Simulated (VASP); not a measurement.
Set up this calculation in VASP 6.6.1, as the native input.

```
Task                   : single point
Functional             : PBE
Potentials or basis    : VASP PAW PBE potentials, release 64 (Pd)
Cutoff                 : 520 eV
k mesh                 : 17 × 17 × 9
Occupations            : fermi-dirac, width 0.05 eV
Spin                   : no spin polarisation
Dipole correction      : no
Further INCAR settings : ALGO = Normal; EDIFF = 1e-06; NBANDS = 17
```

The structure of Pd lies in POSCAR:

```
Pd
1.0
    2.7702317490      0.0000000000      0.0000000000
   -1.3851158745      2.3990910690      0.0000000000
    0.0000000000      0.0000000000      4.6336465284
Pd
2
Direct
    0.3333333333      0.6666666667      0.2500000000
    0.6666666667      0.3333333333      0.7500000000
```

One way to write it, as run:

INCAR

```
  ALGO = Normal
  EDIFF = 1E-6
  ENCUT = 520
  GGA = PE
  ISIF = 2
  ISMEAR = -1
  LASPH = T
  LCHARG = F
  LREAL = F
  LWAVE = F
  NBANDS = 17
  NELM = 100
  PREC = Accurate
  SIGMA = 0.05
```

KPOINTS

```
k-points
0
Gamma
  17 17 9
```

Potentials or basis: VASP PAW PBE potentials, release 64 (Pd).

Launch:

```bash
$ cat potpaw_PBE.64/Pd/POTCAR > POTCAR
$ mpirun -np 1 vasp_std > vasp.out
```

It gave:

| Item | Value |
| --- | --- |
| Pressure | -0.3 GPa |
| Band gap on the k mesh | zero (band 10 reaches 9.25 eV, above the bottom of band 11 at 8.50 eV) |

It took 64 s on 1 thread of AMD EPYC 9R14 (Zen 4), with other jobs on the host, peak memory 0.18 GiB.
